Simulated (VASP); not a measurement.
# SiC: single point with LDA

SiC:

```
CELL_PARAMETERS angstrom
3.07600 0.00000 0.00000
-1.53800 2.66389 0.00000
0.00000 0.00000 5.04800
ATOMIC_POSITIONS crystal
Si 0.33333 0.66667 0.02080
Si 0.66667 0.33333 0.47920
C 0.33333 0.66667 0.38025
C 0.66667 0.33333 0.88975
```

This cell differs from its parent crystal: mode 6 (550.6 1/cm) frozen in, largest displacement +0.105 Å.

```yaml
Program: VASP 6.6.1
Task: single point
Functional: LDA
Potentials_or_basis: VASP PAW LDA potentials, release 64 (Si, C)
Cutoff: 520 eV
k_mesh: 12 × 12 × 6
Occupations: gaussian, width 0.05 eV
Spin: no spin polarisation
```

- Pressure: -1.5 GPa
- Largest force: 3.503 eV/Å
- Band gap on the k mesh: 2.13 eV, indirect (least direct gap 3.56 eV)

Forces in eV/Å, atoms in the order of the input:
```
Si   0.000  0.000 -3.153
Si   0.000  0.000  3.503
C    0.000  0.000  0.244
C    0.000  0.000 -0.595
```

Stress tensor (GPa, compression positive):
```
-1.40  0.00  0.00
 0.00 -1.40  0.00
 0.00  0.00 -1.73
```

Levels at points of the mesh, in eV from the valence-band top:
```
           k point  band 5  band 6  band 7  band 8  band 9  band 10  band 11  band 12
(0.00, 0.00, 0.00)   -2.09   -0.11    0.00    0.00    4.26     6.06     6.16     6.16
(0.50, 0.00, 0.00)   -5.51   -3.95   -3.32   -1.32    2.24     4.06     6.63     7.01
(0.00, 0.00, 0.50)   -1.92   -1.92   -0.26   -0.26    4.85     6.12     6.40     6.40
(0.50, 0.00, 0.50)   -3.62   -2.88   -2.01   -1.91    2.63     2.99     4.80     5.18
```

It took 38 s on 1 thread of AMD EPYC 9R45 96-Core Processor (Zen 5), on a shared host, peak memory 0.14 GiB.

Caveat: the cell differs from its parent crystal (mode 6 (550.6 1/cm) frozen in, largest displacement +0.105 Å); forces of over 1 eV/Å act on the atoms, so gaps and moduli don't describe the material at rest. A k mesh can miss the band edges.
